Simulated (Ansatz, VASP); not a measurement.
## Ga4ICl3: VASP beside Ansatz

```
CELL_PARAMETERS angstrom
-3.48027 3.48027 3.48027
3.48027 -3.48027 3.48027
3.48027 3.48027 -3.48027
ATOMIC_POSITIONS crystal
Ga 0.50000 0.50000 0.50000
Ga 0.00000 0.00000 0.50000
Ga 0.00000 0.50000 0.00000
Ga 0.50000 0.00000 0.00000
I 0.00000 0.00000 0.00000
Cl 0.50000 0.50000 0.00000
Cl 0.50000 0.00000 0.50000
Cl 0.00000 0.50000 0.50000
```

Alike in both runs: task relaxation of cell and atoms; functional PBE; k mesh 4 × 4 × 4; occupations gaussian, width 0.1 eV; no spin polarisation.

|  | VASP | Ansatz |
| --- | --- | --- |
| version | VASP 6.6.1 | Ansatz 0.2.0 |
| potentials or method | VASP PAW PBE potentials, release 64 (Ga_d, I, Cl), cutoff 600 eV | scalar-relativistic, plane waves, PAW |
| valence electrons in the cell | 80 | 90 |

|  | VASP | Ansatz | Ansatz less VASP |
| --- | --- | --- | --- |
| gap on the k mesh at the Fermi level, each at its own relaxed structure (eV) | 1.24 | 1.18 | -0.055 |
| relaxed volume (Å³/atom) | 27.31 | 26.90 | -0.412 |
| relaxed length of the cell vector where the two differ most in proportion (Å) | 6.572 | 6.539 | -0.0332 |

VASP's potentials hold 80 valence electrons a cell and Ansatz's 90, so a difference there can come from the potentials and not from the codes.

Neither program's run includes spin-orbit coupling. Noted on VASP's run: the volume moved by over 15 % at a fixed basis, so the end points are rough.
